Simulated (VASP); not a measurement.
# ZnO (P6_3mc) in VASP: further runs, part 2 of 2

VASP 6.6.1.

**3. Single point, PBE**

Input file INCAR:

```
SYSTEM = ZnO
ALGO = Normal
EDIFF = 1E-6
ENCUT = 520
GGA = PE
ISIF = 2
ISMEAR = 0
LASPH = .True.
LCHARG = .False.
LREAL = .False.
LWAVE = .False.
NBANDS = 26
NELM = 80
PREC = Accurate
SIGMA = 0.05
```

Input file KPOINTS:

```
k-points
0
Gamma
  8 8 5
  0 0 0
```

Input file POSCAR:

```
ZnO
1.0
    3.2499999987      0.0000000000      0.0000000000
   -1.6249999993      2.8145825611      0.0000000000
    0.0000000000      0.0000000000      5.2382420000
Zn O
2 2
Direct
    0.3333333333      0.6666666667      0.0013204545
    0.6666666667      0.3333333333      0.5013204545
    0.3333333333      0.6666666667      0.3806795455
    0.6666666667      0.3333333333      0.8806795455
```

Potentials or basis: VASP PAW PBE potentials, release 64 (Zn, O).

Launch:

```console
$ cat potpaw_PBE.64/Zn/POTCAR potpaw_PBE.64/O/POTCAR > POTCAR
$ mpirun -np 1 vasp_std > vasp.out
```

OUTCAR:

```text
SYSTEM = ZnO
   EDIFF = 1E-6
   ENCUT = 520
   GGA = PE
   ISIF = 2
   ISMEAR = 0
   LASPH = .True.
   LREAL = .False.
   NELM = 80
   PREC = Accurate

 ion  position               nearest neighbor table
   1  0.333  0.667  0.001-   4 1.98   4 1.98   4 1.98   3 1.99
   2  0.667  0.333  0.501-   3 1.98   3 1.98   3 1.98   4 1.99
   3  0.333  0.667  0.381-   2 1.98   2 1.98   2 1.98   1 1.99
   4  0.667  0.333  0.881-   1 1.98   1 1.98   1 1.98   2 1.99

  LATTYP: Found a hexagonal cell.
 ALAT       =     3.2499999987
 C/A-ratio  =     1.6117667699

  Lattice vectors:

 A1 = (   3.2499999987,   0.0000000000,   0.0000000000)
 A2 = (  -1.6249999993,   2.8145825611,   0.0000000000)
 A3 = (   0.0000000000,   0.0000000000,   5.2382420000)

Analysis of symmetry for initial positions (statically):
=====================================================================
 Subroutine PRICEL returns:
 Original cell was already a primitive cell.

 Routine SETGRP: Setting up the symmetry group for a
 hexagonal supercell.

 Subroutine GETGRP returns: Found 12 space group operations
 (whereof  6 operations were pure point group operations)
 out of a pool of 24 trial point group operations.

The static configuration has the point symmetry C_3v.
 The point group associated with its full space group is C_6v.

Analysis of symmetry for dynamics (positions and initial velocities):
=====================================================================
 Subroutine PRICEL returns:
 Original cell was already a primitive cell.

 Routine SETGRP: Setting up the symmetry group for a
 hexagonal supercell.

 Subroutine GETGRP returns: Found 12 space group operations
 (whereof  6 operations were pure point group operations)
 out of a pool of 24 trial point group operations.
[... 120 lines left out ...]
   EFERMI =   0.00;   METHOD = LEGACY
   ISMEAR =     0;   SIGMA  =   0.05  broadening in eV -4-tet -1-fermi 0-gaus
   EFERMI_NEDOS =   21; number of points for ismear=-14 and -15
   IALGO  =     38    algorithm
   IMIX   =      4    mixing-type and parameters
     AMIX     =   0.40;   BMIX     =  1.00
     AMIX_MAG =   1.60;   BMIX_MAG =  1.00
  volume/ion in A,a.u.               =      11.98        80.84
  Fermi-wavevector in a.u.,A,eV,Ry     =   1.488269  2.812420 30.136141  2.214944
  Thomas-Fermi vector in A             =   2.601325
   LORBIT       =      0    0 simple, 1 ext, 2 COOP (PROOUT), +10 PAW based schemes
   GGA     = PE    functional components
   LHFCALC =     F    Hartree Fock is set to
   AEXX    =    0.0000 exact exchange contribution
   IVDW    =     0    specifies the selected vdW correction
   LEPSILON=     F    determine dielectric tensor
   LRPA    =     F    only Hartree local field effects (RPA)
 non-spin polarized calculation
 Gauss-broadening in eV      SIGMA  =   0.05
  energy-cutoff  :      520.00
  volume of cell :       47.92
 maximum number of plane-waves:      1305
   NGX = 13   NGY = 13   NGZ = 19

 number of electron      36.0000030 magnetization

 Free energy of the ion-electron system (eV)
  ---------------------------------------------------
  ext. energy  EPLUGINS =         0.00000000
  ---------------------------------------------------
  free energy    TOTEN  =       -17.83437933 eV

  energy without entropy =      -17.83437933  energy(sigma->0) =      -17.83437933

 E-fermi :   1.3833     XC(G=0): -10.8762

 val. band max:        1.1473832606   @ k =   0.0000   0.0000   0.0000
 cond. band min:       1.9188879880   @ k =   0.0000   0.0000   0.0000
 fundamental gap:      0.7715047274
 Fermi energy:         1.3832810625

 k-point     1 :       0.0000    0.0000    0.0000
  band No.  band energies     occupation
      1     -16.8940      2.00000
      2     -16.1827      2.00000
      3      -4.5204      2.00000
      4      -4.5204      2.00000
      5      -4.4738      2.00000
      6      -4.4453      2.00000
[... 685 lines left out ...]
     25      14.6681      0.00000
     26      14.9109      0.00000

 [... further k-points ...]

------------------------ aborting loop because EDIFF is reached ----------------------------------------

  FORCE on cell =-STRESS in cart. coord.  units (eV):
  Direction    XX          YY          ZZ          XY          YZ          ZX
  --------------------------------------------------------------------------------------
  -------------------------------------------------------------------------------------
  Total        1.4739541      1.4739541      1.5174012      0.0000000     -0.0000000      0.0000000
  in kB       49.2846431     49.2846431     50.7373863      0.0000000     -0.0000000      0.0000000
  external PRESSURE =      49.7688908 kB  Pullay stress =       0.0000000 kB

 VOLUME and BASIS-vectors are now :
 -----------------------------------------------------------------------------
  energy-cutoff  :      520.00
  volume of cell :       47.92
      direct lattice vectors                 reciprocal lattice vectors
     3.249999999  0.000000000  0.000000000     0.307692308  0.177646237  0.000000000
    -1.624999999  2.814582561  0.000000000     0.000000000  0.355292473  0.000000000
     0.000000000  0.000000000  5.238242000     0.000000000  0.000000000  0.190903742

 POSITION                                       TOTAL-FORCE (eV/Angst)
 -----------------------------------------------------------------------------------
     -0.00000      1.87639      0.00692         0.000000     -0.000000     -0.001093
      1.62500      0.93819      2.62604        -0.000000      0.000000     -0.001093
     -0.00000      1.87639      1.99409         0.000000      0.000000      0.001093
      1.62500      0.93819      4.61321        -0.000000      0.000000      0.001093
 -----------------------------------------------------------------------------------
    total drift:                               -0.000001     -0.000001      0.001031

  FREE ENERGIE OF THE ION-ELECTRON SYSTEM (eV)
  ---------------------------------------------------
  free  energy   TOTEN  =       -17.8343793333 eV

  energy  without entropy=      -17.8343793333  energy(sigma->0) =      -17.83437933
```

OSZICAR:

```text
N       E                     dE             d eps       ncg     rms          rms(c)
DAV:   1     0.298080108887E+03    0.29808E+03   -0.18177E+04  1568   0.201E+03
DAV:   2     0.119154206011E+02   -0.28616E+03   -0.26845E+03  1626   0.413E+02
DAV:   3    -0.204130125114E+02   -0.32328E+02   -0.31884E+02  1720   0.141E+02
DAV:   4    -0.210732477922E+02   -0.66024E+00   -0.65871E+00  1710   0.206E+01
DAV:   5    -0.210764660989E+02   -0.32183E-02   -0.32181E-02  1724   0.150E+00    0.146E+01
DAV:   6    -0.176634857041E+02    0.34130E+01   -0.66339E+00  2448   0.617E+01    0.892E+00
DAV:   7    -0.178723687742E+02   -0.20888E+00   -0.29440E+00  1614   0.170E+01    0.534E+00
DAV:   8    -0.178826306475E+02   -0.10262E-01   -0.50589E-01  2278   0.751E+00    0.163E+00
DAV:   9    -0.178315390040E+02    0.51092E-01   -0.10409E-01  2276   0.637E+00    0.294E-01
DAV:  10    -0.178342713523E+02   -0.27323E-02   -0.37388E-02  1582   0.133E+00    0.132E-01
DAV:  11    -0.178343414537E+02   -0.70101E-04   -0.58561E-04  1764   0.283E-01    0.319E-02
DAV:  12    -0.178343754372E+02   -0.33984E-04   -0.10637E-04  1784   0.283E-01    0.181E-02
DAV:  13    -0.178343850708E+02   -0.96336E-05   -0.24133E-05  1784   0.101E-01    0.205E-02
DAV:  14    -0.178343794113E+02    0.56595E-05   -0.15042E-05  1878   0.395E-02    0.216E-03
DAV:  15    -0.178343793333E+02    0.78064E-07   -0.27263E-06  1436   0.154E-02
   1 F= -.17834379E+02 E0= -.17834379E+02  d E =-.379462E-13
```

Wall time 38 s (1 thread of Intel Xeon Platinum 8175M at 2.50GHz (Skylake/Cascade Lake), shared host); peak memory 0.17 GiB.

Results:

- Free energy: -17.8344 eV
- Pressure: 5.0 GPa
- Band gap on the k mesh: 0.77 eV

Caveat: the cell stands under pressure.
